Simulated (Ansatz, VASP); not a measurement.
**Two plane-wave programs on Fe**

```
Fe
1.0
     2.43416    0.00000    0.00000
    -1.21708    2.10804    0.00000
     0.00000    0.00000    3.88035
Fe
2
Direct
  0.33333 0.66667 0.25000
  0.66667 0.33333 0.75000
```

Change from the starting cell: strain +0.0100 x Voigt [0, 0, 1, 0, 0, 0], atoms carried along.

Alike in both runs: task single point; functional PBEsol; k mesh 24 × 24 × 12; occupations gaussian, width 0.15 eV; no spin polarisation.

|  | VASP | Ansatz |
| --- | --- | --- |
| version | VASP 6.6.1 | Ansatz 0.2.0 |
| potentials or method | VASP PAW PBE potentials, release 64 (Fe), cutoff 520 eV | scalar-relativistic, plane waves, PAW |
| valence electrons in the cell | 16 | 32 |

VASP gave:

```
gap on the k mesh at the Fermi level (eV)                     : none
pressure (GPa)                                                : -4.7
traceless stress, the component that is largest in VASP (GPa) : -2.72
```

**Question.** Estimate Ansatz's values.

**Answer.** gap on the k mesh at the Fermi level (eV): none; pressure (GPa): -4.5; traceless stress, the component that is largest in VASP (GPa): -2.67.

VASP's potentials were made for PBE, not for PBEsol. A gap of «none» marks a metal or a gap that the smearing closes. VASP's potentials hold 16 valence electrons a cell and Ansatz's 32, so a difference there can come from the potentials and not from the codes.
